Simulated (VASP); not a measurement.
# NaCl (P1) in VASP: further runs

Aim: see how the results for NaCl move with the level of theory and the settings. Levels: PBEsol, PBEsol+D3(BJ). Tasks: single point.

All numbers are computed with VASP 6.6.1; they aren't measurements. Logs are shortened: lines on timing, memory, paths and dates and some standing lists are left out, and cuts for length are marked.

### 1 The cell of the first run

The typed cell holds 16 atoms: a = 7.974 Å, b = 7.974 Å, c = 7.974 Å, α = 60.00°, β = 60.00°, γ = 60.00°.

### 2 Single point, PBEsol

INCAR

```
  ALGO = Normal
  EDIFF = 1E-6
  ENCUT = 520
  GGA = PS
  ISIF = 2
  ISMEAR = -1
  LASPH = True
  LCHARG = False
  LREAL = Auto
  LWAVE = False
  NBANDS = 70
  NELM = 80
  PREC = Accurate
  SIGMA = 0.05
```

KPOINTS

```
Automatic mesh
0
Gamma
  2 2 2
  0.5 0.5 0.5
```

POSCAR

```
NaCl
1.0
    0.0000000000      5.6386180000      5.6386180000
    5.6386180000      0.0000000000      5.6386180000
    5.6386180000      5.6386180000      0.0000000000
Cl Na
8 8
Direct
    0.7386810000      0.2378580000      0.2668450000
    0.2563950000      0.7482810000      0.7485410000
    0.2246560000      0.7371190000      0.2734040000
    0.7504750000      0.2601860000      0.7569040000
    0.2528250000      0.2595150000      0.7360440000
    0.7532460000      0.7552720000      0.2472600000
    0.2366030000      0.2444850000      0.2610350000
    0.7532110000      0.7511900000      0.7422990000
    0.0033500000      0.0069370000      0.0012790000
    0.5010640000      0.4919130000      0.4964870000
    0.9921150000      0.0114100000      0.4982130000
    0.4980820000      0.5030410000      0.9996090000
    0.9686020000      0.5361200000      0.0029570000
    0.4857510000      0.9816100000      0.5037760000
    0.5224500000      0.9918460000      0.9982910000
    0.0073940000      0.4808620000      0.4951540000
```

Potentials or basis: VASP PAW PBE potentials, release 64 (Cl, Na_pv).

Run with:

```bash
$ cat potpaw_PBE.64/Cl/POTCAR potpaw_PBE.64/Na_pv/POTCAR > POTCAR
$ mpirun -np 1 vasp_std > vasp.out
```

OUTCAR:

```text
EDIFF = 1E-6
   ENCUT = 520
   GGA = PS
   ISIF = 2
   ISMEAR = -1
   LASPH = True
   LREAL = Auto
   NELM = 80
   PREC = Accurate

 ion  position               nearest neighbor table
   1  0.739  0.238  0.267-  10 2.73
   2  0.256  0.748  0.749-  14 2.61
   3  0.225  0.737  0.273-  16 2.68
   4  0.750  0.260  0.757-  16 2.70
   5  0.253  0.260  0.736-  10 2.71
   6  0.753  0.755  0.247-  13 2.62  15 2.71
   7  0.237  0.244  0.261-  16 2.65  11 2.69
   8  0.753  0.751  0.742-  13 2.70
   9  0.003  0.007  0.001-
  10  0.501  0.492  0.496-   5 2.71   1 2.73
  11  0.992  0.011  0.498-   7 2.69
  12  0.498  0.503  1.000-
  13  0.969  0.536  0.003-   6 2.62   8 2.70
  14  0.486  0.982  0.504-   2 2.61
  15  0.522  0.992  0.998-   6 2.71
  16  0.007  0.481  0.495-   7 2.65   3 2.68   4 2.70

  LATTYP: Found a face centered cubic cell.
 ALAT       =    11.2772360000

  Lattice vectors:

 A1 = (   0.0000000000,   5.6386180000,   5.6386180000)
 A2 = (   5.6386180000,   0.0000000000,   5.6386180000)
 A3 = (   5.6386180000,   5.6386180000,   0.0000000000)

Analysis of symmetry for initial positions (statically):
=====================================================================
 Subroutine PRICEL returns:
 Original cell was already a primitive cell.

 Routine SETGRP: Setting up the symmetry group for a
 face centered cubic supercell.

 Subroutine GETGRP returns: Found  1 space group operations
 (whereof  1 operations were pure point group operations)
 out of a pool of 48 trial point group operations.

The static configuration has the point symmetry C_1 .

Analysis of symmetry for dynamics (positions and initial velocities):
=====================================================================
 Subroutine PRICEL returns:
 Original cell was already a primitive cell.

 Routine SETGRP: Setting up the symmetry group for a
 face centered cubic supercell.

 Subroutine GETGRP returns: Found  1 space group operations
 (whereof  1 operations were pure point group operations)
 out of a pool of 48 trial point group operations.

The dynamic configuration has the point symmetry C_1 .

 Subroutine INISYM returns: Found  1 space group operations
 (whereof  1 operations are pure point group operations),
 and found     1 'primitive' translations

[... 115 lines left out ...]
   EDIFFG = 0.1E-04   stopping-criterion for IOM
   NSW    =      0    number of steps for IOM
   IBRION =     -1    ionic relax: 0-MD 1-quasi-New 2-CG
   NFREE  =      0    steps in history (QN), initial steepest desc. (CG)
   ISIF   =      2    stress and relaxation
   ISYM   =      2    0-nonsym 1-usesym 2-fastsym
   POTIM  = 0.5000    time-step for ionic-motion
   TEBEG  =    0.0;   TEEND  =   0.0 temperature during run
   PSTRESS=    0.0 pullay stress
   NELECT =     112.0000    total number of electrons
   NUPDOWN=      -1.0000    fix difference up-down
   EMIN   =  10.00;   EMAX   =-10.00  energy-range for DOS
   EFERMI =   0.00;   METHOD = LEGACY
   ISMEAR =    -1;   SIGMA  =   0.05  broadening in eV -4-tet -1-fermi 0-gaus
   EFERMI_NEDOS =   21; number of points for ismear=-14 and -15
   IALGO  =     38    algorithm
   IMIX   =      4    mixing-type and parameters
     AMIX     =   0.40;   BMIX     =  1.00
     AMIX_MAG =   1.60;   BMIX_MAG =  1.00
  volume/ion in A,a.u.               =      22.41       151.23
  Fermi-wavevector in a.u.,A,eV,Ry     =   1.110789  2.099087 16.787573  1.233852
  Thomas-Fermi vector in A             =   2.247344
   LORBIT       =      0    0 simple, 1 ext, 2 COOP (PROOUT), +10 PAW based schemes
   GGA     = PS    functional components
   LHFCALC =     F    Hartree Fock is set to
   AEXX    =    0.0000 exact exchange contribution
   IVDW    =     0    specifies the selected vdW correction
   LEPSILON=     F    determine dielectric tensor
   LRPA    =     F    only Hartree local field effects (RPA)
 non-spin polarized calculation
  energy-cutoff  :      520.00
  volume of cell :      358.55
 maximum number of plane-waves:      9656
   NGX = 29   NGY = 29   NGZ = 29

 number of electron     112.0000006 magnetization

 Free energy of the ion-electron system (eV)
  ---------------------------------------------------
  ext. energy  EPLUGINS =         0.00000000
  ---------------------------------------------------
  free energy    TOTEN  =       -55.67604444 eV

  energy without entropy =      -55.67604444  energy(sigma->0) =      -55.67604444

 E-fermi :   0.4907     XC(G=0):  -8.3289

 val. band max:       -0.7135435649   @ k =   0.2500   0.2500   0.2500
 cond. band min:       4.6288921747   @ k =   0.0000   0.2500   0.0000
 fundamental gap:      5.3424357397
 Fermi energy:         0.4907391773

 k-point     1 :       0.2500    0.2500    0.2500
  band No.  band energies     occupation
      1     -21.6867      2.00000
      2     -21.6843      2.00000
      3     -21.6783      2.00000
      4     -21.5734      2.00000
      5     -21.5713      2.00000
      6     -21.5657      2.00000
[... 1125 lines left out ...]
     67       8.2620      0.00000
     68       8.4979      0.00000
 [bands above 68 left out]

------------------------ aborting loop because EDIFF is reached ----------------------------------------

  FORCE on cell =-STRESS in cart. coord.  units (eV):
  Direction    XX          YY          ZZ          XY          YZ          ZX
  --------------------------------------------------------------------------------------
  -------------------------------------------------------------------------------------
  Total       -0.1715480     -0.5277075      0.0895637     -0.0079639     -0.0550243     -0.0626329
  in kB       -0.7665638     -2.3580655      0.4002163     -0.0355868     -0.2458763     -0.2798755
  external PRESSURE =      -0.9081377 kB  Pullay stress =       0.0000000 kB

 VOLUME and BASIS-vectors are now :
 -----------------------------------------------------------------------------
  energy-cutoff  :      520.00
  volume of cell :      358.55
      direct lattice vectors                 reciprocal lattice vectors
     0.000000000  5.638618000  5.638618000    -0.088674211  0.088674211  0.088674211
     5.638618000  0.000000000  5.638618000     0.088674211 -0.088674211  0.088674211
     5.638618000  5.638618000  0.000000000     0.088674211  0.088674211 -0.088674211

 POSITION                                       TOTAL-FORCE (eV/Angst)
 -----------------------------------------------------------------------------------
      2.84583      5.66978      5.50633        -0.023917     -0.168227      0.211145
      8.44001      5.66645      5.66498         0.077389     -0.070941     -0.275287
      5.69795      2.80837      5.42308        -0.144099      0.013264      0.488958
      5.73498      8.49953      5.69873        -0.156223     -0.049806     -0.193685
      5.61358      5.57585      2.88889         0.079157      0.265804     -0.246870
      5.65289      5.64147      8.50596         0.054529     -0.030773     -0.147733
[... 8 lines left out ...]
     11.22162      8.57488      8.53854         0.121874     -0.343914     -0.114042
      5.50338      2.83368      2.75309         0.273569      0.027626      0.063643
 -----------------------------------------------------------------------------------
    total drift:                                0.000166      0.000305      0.000852

  FREE ENERGIE OF THE ION-ELECTRON SYSTEM (eV)
  ---------------------------------------------------
  free  energy   TOTEN  =       -55.6760444408 eV

  energy  without entropy=      -55.6760444407  energy(sigma->0) =      -55.67604444
```

Run time: 7 min. Hardware: 1 thread of Intel Xeon 6975P-C (Granite Rapids), shared host; peak memory 0.59 GiB.

What came out:

| Item | Value |
| --- | --- |
| Free energy | -55.6760 eV |
| Pressure | -0.1 GPa |
| Largest force | 0.568 eV/Å |
| Band gap on the k mesh | 5.34 eV |

Forces on the atoms (eV/Å):
```
Cl  -0.024 -0.168  0.211
Cl   0.077 -0.071 -0.275
Cl  -0.144  0.013  0.489
Cl  -0.156 -0.050 -0.194
Cl   0.079  0.266 -0.247
Cl   0.055 -0.031 -0.148
Cl  -0.293 -0.117  0.177
Cl   0.170 -0.012 -0.115
Na   0.009  0.053  0.068
Na   0.133 -0.011 -0.018
Na  -0.089  0.070 -0.145
Na   0.101  0.054 -0.078
Na  -0.514  0.237 -0.045
Na   0.202  0.084  0.371
Na   0.122 -0.344 -0.114
Na   0.274  0.028  0.064
```

Levels at points of the mesh, in eV from the valence-band top:
```
           k point  band 52  band 53  band 54  band 55  band 56  band 57  band 58  band 59  band 60  band 61
(0.25, 0.25, 0.25)    -0.33    -0.32    -0.27    -0.01     0.00     5.34     6.86     7.33     7.36     7.37
```

Caveat: the PAW data sets were made with another functional, which shifts forces and pressure a little; a shifted mesh leaves out Γ, where band edges can lie. A k mesh can miss the band edges.

### 3 Single point, PBEsol

INCAR

```
PREC = Accurate ; ENCUT = 520
EDIFF = 1E-6 ; ISMEAR = 0
SIGMA = 0.05 ; LREAL = Auto
LASPH = T ; NELM = 60
ALGO = Normal ; ISIF = 2
LWAVE = F ; LCHARG = F
GGA = PS ; NBANDS = 70
```

KPOINTS is that of step 2.

POSCAR is that of step 2.

Potentials or basis: VASP PAW PBE potentials, release 64 (Cl, Na_pv).

Run with:

```bash
$ cat potpaw_PBE.64/Cl/POTCAR potpaw_PBE.64/Na_pv/POTCAR > POTCAR
$ mpirun -np 1 vasp_std > vasp.out
```

OUTCAR:

```text
PREC = Accurate
   ENCUT = 520
   EDIFF = 1E-6
   ISMEAR = 0
   LREAL = Auto
   LASPH = T
   NELM = 60
   ISIF = 2
   GGA = PS

 ion  position               nearest neighbor table
   1  0.739  0.238  0.267-  10 2.73
   2  0.256  0.748  0.749-  14 2.61
   3  0.225  0.737  0.273-  16 2.68
   4  0.750  0.260  0.757-  16 2.70
   5  0.253  0.260  0.736-  10 2.71
   6  0.753  0.755  0.247-  13 2.62  15 2.71
[... 1362 lines left out ...]
  -------------------------------------------------------------------------------------
  Total       -0.1715480     -0.5277076      0.0895638     -0.0079639     -0.0550243     -0.0626328
  in kB       -0.7665636     -2.3580656      0.4002164     -0.0355868     -0.2458764     -0.2798753
  external PRESSURE =      -0.9081376 kB  Pullay stress =       0.0000000 kB

 VOLUME and BASIS-vectors are now :
 -----------------------------------------------------------------------------
  energy-cutoff  :      520.00
  volume of cell :      358.55
      direct lattice vectors                 reciprocal lattice vectors
     0.000000000  5.638618000  5.638618000    -0.088674211  0.088674211  0.088674211
     5.638618000  0.000000000  5.638618000     0.088674211 -0.088674211  0.088674211
     5.638618000  5.638618000  0.000000000     0.088674211  0.088674211 -0.088674211

 POSITION                                       TOTAL-FORCE (eV/Angst)
 -----------------------------------------------------------------------------------
      2.84583      5.66978      5.50633        -0.023917     -0.168227      0.211145
      8.44001      5.66645      5.66498         0.077389     -0.070941     -0.275287
      5.69795      2.80837      5.42308        -0.144099      0.013264      0.488958
      5.73498      8.49953      5.69873        -0.156223     -0.049806     -0.193685
      5.61358      5.57585      2.88889         0.079157      0.265804     -0.246870
      5.65289      5.64147      8.50596         0.054529     -0.030773     -0.147733
[... 8 lines left out ...]
     11.22162      8.57488      8.53854         0.121874     -0.343914     -0.114042
      5.50338      2.83368      2.75309         0.273569      0.027626      0.063643
 -----------------------------------------------------------------------------------
    total drift:                                0.000166      0.000305      0.000852

  FREE ENERGIE OF THE ION-ELECTRON SYSTEM (eV)
  ---------------------------------------------------
  free  energy   TOTEN  =       -55.6760444408 eV

  energy  without entropy=      -55.6760444408  energy(sigma->0) =      -55.67604444
```

stdout:

```text
POSCAR found type information on POSCAR ClNa
 POSCAR found :  2 types and      16 ions
 scaLAPACK will be used
 -----------------------------------------------------------------------------
|                                                                             |
|                                                                             |
|     You enforced a specific xc type in the INCAR file but a different       |
|     I HOPE YOU KNOW WHAT YOU ARE DOING!                                     |
|                                                                             |
 -----------------------------------------------------------------------------

 LDA part: xc-table for (Slater+PW92), standard interpolation
 POSCAR, INCAR and KPOINTS ok, starting setup
 FFT: planning ... GRIDC
 FFT: planning ... GRID_SOFT
 FFT: planning ... GRID
 WAVECAR not read
 entering main loop
```

Wall time 6.2 min (1 thread of Intel Xeon 6975P-C (Granite Rapids), shared host); peak memory 0.59 GiB.

What came out:

* Free energy: -55.6760 eV
* Pressure: -0.1 GPa
* Largest force: 0.568 eV/Å
* Band gap on the k mesh: 5.34 eV

Forces on the atoms (eV/Å):
```
Cl  -0.024 -0.168  0.211
Cl   0.077 -0.071 -0.275
Cl  -0.144  0.013  0.489
Cl  -0.156 -0.050 -0.194
Cl   0.079  0.266 -0.247
Cl   0.055 -0.031 -0.148
Cl  -0.293 -0.117  0.177
Cl   0.170 -0.012 -0.115
Na   0.009  0.053  0.068
Na   0.133 -0.011 -0.018
Na  -0.089  0.070 -0.145
Na   0.101  0.054 -0.078
Na  -0.514  0.237 -0.045
Na   0.202  0.084  0.371
Na   0.122 -0.344 -0.114
Na   0.274  0.028  0.064
```

Caveat: the PAW data sets were made with another functional, which shifts forces and pressure a little; a shifted mesh leaves out Γ, where band edges can lie.

### 4 Single point, PBEsol

INCAR

```
SYSTEM = NaCl
  PREC = Accurate
  ENCUT = 520
  EDIFF = 1E-6
  ISMEAR = -1
  SIGMA = 0.05
  LREAL = Auto
  LASPH = .True.
  NELM = 60
  ALGO = Normal
  ISIF = 2
  LWAVE = .False.
  LCHARG = .True.
  GGA = PS
  LELF = .True.
  LVHAR = .True.
  NELECT = 110.0
  NBANDS = 70
```

KPOINTS is that of step 3.

POSCAR is that of step 3.

Run with:

```bash
$ cat potpaw_PBE.64/Cl/POTCAR potpaw_PBE.64/Na_pv/POTCAR > POTCAR
$ mpirun -np 1 vasp_std > vasp.out
```

Run time: 7.3 min. Hardware: 1 thread of Intel Xeon 6975P-C (Granite Rapids), shared host; peak memory 0.59 GiB.

The run converged. Its results:

* Free energy: -53.8130 eV
* Largest force: 0.493 eV/Å

Forces on the atoms (eV/Å):
```
Cl  -0.030 -0.136  0.114
Cl   0.051 -0.076 -0.276
Cl  -0.073  0.031  0.351
Cl  -0.126 -0.046 -0.144
Cl   0.054  0.190 -0.161
Cl   0.105  0.047 -0.098
Cl  -0.264 -0.108  0.183
Cl   0.035 -0.085 -0.056
Na  -0.014  0.003 -0.011
Na   0.155  0.044  0.098
Na  -0.030  0.101 -0.138
Na   0.059  0.042 -0.090
Na  -0.424  0.250 -0.024
Na   0.090  0.089  0.342
Na   0.139 -0.260 -0.082
Na   0.273 -0.086 -0.010
```

Levels at points of the mesh, in eV from the Fermi level:
| k point | band 54 | band 55 | band 56 | band 57 | band 58 | band 59 |
| --- | --- | --- | --- | --- | --- | --- |
| (0.25, 0.25, 0.25) | -0.11 | 0.07 | 0.07 | 5.92 | 7.46 | 7.93 |

Caveat: the k points lie up to 0.48 Å⁻¹ apart; the cell carries a net charge on a neutralising background, which shifts energy and pressure; the cell is charged against a uniform background, so pressure and absolute levels hang on convention; the PAW data sets were made with another functional, which shifts forces and pressure a little.

### 5 Single point, PBEsol+D3(BJ)

INCAR

```
ALGO = Normal
EDIFF = 1E-6
ENCUT = 520
GGA = PS
ISIF = 2
ISMEAR = -1
IVDW = 12
LASPH = T
LCHARG = F
LREAL = Auto
LWAVE = F
NBANDS = 70
NELM = 100
PREC = Accurate
SIGMA = 0.05
```

KPOINTS is that of step 4.

POSCAR is that of step 4.

Run with:

```bash
$ cat potpaw_PBE.64/Cl/POTCAR potpaw_PBE.64/Na_pv/POTCAR > POTCAR
$ mpirun -np 1 vasp_std > vasp.out
```

It took 6.8 min on 1 thread of Intel Xeon 6975P-C (Granite Rapids), shared host; peak memory 0.59 GiB.

It converged, with:

- Free energy: -58.7434 eV
- Pressure: -1.5 GPa
- Largest force: 0.567 eV/Å
- Band gap on the k mesh: 5.34 eV
- Dispersion energy per atom: -0.192 eV

Forces in eV/Å, atoms in the order of the input:
```
Cl  -0.024 -0.168  0.212
Cl   0.077 -0.070 -0.275
Cl  -0.144  0.012  0.490
Cl  -0.156 -0.050 -0.194
Cl   0.080  0.267 -0.248
Cl   0.055 -0.031 -0.149
Cl  -0.294 -0.118  0.177
Cl   0.171 -0.012 -0.116
Na   0.010  0.054  0.069
Na   0.133 -0.011 -0.019
Na  -0.090  0.069 -0.144
Na   0.101  0.053 -0.077
Na  -0.513  0.236 -0.046
Na   0.202  0.083  0.369
Na   0.121 -0.344 -0.114
Na   0.273  0.029  0.064
```

Stress tensor (GPa, compression positive):
```
-1.49  0.00 -0.03
 0.00 -1.64 -0.02
-0.03 -0.02 -1.37
```

Levels at points of the mesh, in eV from the valence-band top:
```csv
k point,band 54,band 55,band 56,band 57,band 58,band 59
"(0.25, 0.25, 0.25)",-0.27,-0.01,0.00,5.34,6.86,7.33
```

Caveat: the PAW data sets were made with another functional, which shifts forces and pressure a little; a shifted mesh leaves out Γ, where band edges can lie. A k mesh can miss the band edges.

### 6 Single point, PBEsol

INCAR

```
SYSTEM = NaCl
ALGO     = Normal         ! electronic algorithm
EDIFF    = 1E-6           ! SCF threshold, eV
ENCUT    = 520            ! plane-wave cutoff, eV
GGA      = PS             ! functional
ISIF     = 2              ! what is computed and relaxed
ISMEAR   = -1             ! smearing method
LASPH    = .TRUE.         ! aspherical terms in the spheres
LCHARG   = .FALSE.        ! write CHGCAR
LREAL    = Auto         
LWAVE    = .FALSE.        ! write WAVECAR
NBANDS   = 70             ! bands
NELECT   = 114.0        
NELM     = 60             ! most SCF steps
PREC     = Accurate       ! precision mode
SIGMA    = 0.05           ! smearing width, eV
```

KPOINTS is that of step 5.

POSCAR is that of step 5.

Potentials or basis: VASP PAW PBE potentials, release 64 (Cl, Na_pv).

Run with:

```bash
$ cat potpaw_PBE.64/Cl/POTCAR potpaw_PBE.64/Na_pv/POTCAR > POTCAR
$ mpirun -np 1 vasp_std > vasp.out
```

Run time: 5.5 min. Hardware: 1 thread of Intel Xeon 6975P-C (Granite Rapids), shared host; peak memory 0.59 GiB.

It converged, with:

```yaml
Free_energy: -45.2601 eV
Largest_force: 0.491 eV/Å
```

Forces in eV/Å, atoms in the order of the input:
```
Cl  -0.078 -0.099  0.037
Cl   0.024 -0.070 -0.238
Cl  -0.042 -0.006  0.230
Cl  -0.107 -0.052 -0.079
Cl   0.035  0.118 -0.164
Cl   0.176  0.154 -0.040
Cl  -0.183 -0.064  0.177
Cl  -0.065 -0.134 -0.022
Na   0.001  0.051  0.046
Na   0.116 -0.018  0.042
Na  -0.076  0.073 -0.138
Na   0.110  0.058 -0.050
Na  -0.441  0.208 -0.059
Na   0.159  0.088  0.345
Na   0.098 -0.290 -0.130
Na   0.271 -0.017  0.043
```

Levels at points of the mesh, in eV from the Fermi level:
| k point | band 53 | band 54 | band 55 | band 56 | band 57 | band 58 | band 59 | band 60 | band 61 | band 62 |
| --- | --- | --- | --- | --- | --- | --- | --- | --- | --- | --- |
| (0.25, 0.25, 0.25) | -6.72 | -6.69 | -6.43 | -6.42 | -1.28 | 0.23 | 0.70 | 0.73 | 0.74 | 1.04 |

Caveat: the cell carries a net charge on a neutralising background, which shifts energy and pressure; the cell is charged against a uniform background, so pressure and absolute levels hang on convention; the PAW data sets were made with another functional, which shifts forces and pressure a little.

### 7 Summary

```csv
level,smearing,gap on the mesh (eV),pressure (GPa),largest force (eV/Å)
PBEsol,fermi-dirac 0.05 eV,5.34,-0.1,0.57
PBEsol,gaussian 0.05 eV,5.34,-0.1,0.57
PBEsol+D3(BJ),fermi-dirac 0.05 eV,5.34,-1.5,0.57
```

Alike in all rows: task single point; potentials or basis VASP PAW PBE potentials, release 64 (Cl, Na_pv); no spin polarisation; cell as given; k mesh 2 × 2 × 2, shifted; cutoff (eV) 520.

The pressure there spans -1.5 GPa (PBEsol+D3(BJ)) to -0.1 GPa (PBEsol); a positive pressure means that this level wants a larger cell, a negative one a smaller.

Caveats: the PAW data sets were made with another functional, which shifts forces and pressure a little; a shifted mesh leaves out Γ, where band edges can lie.

Absolute energies hang on the potentials; compare differences alone.
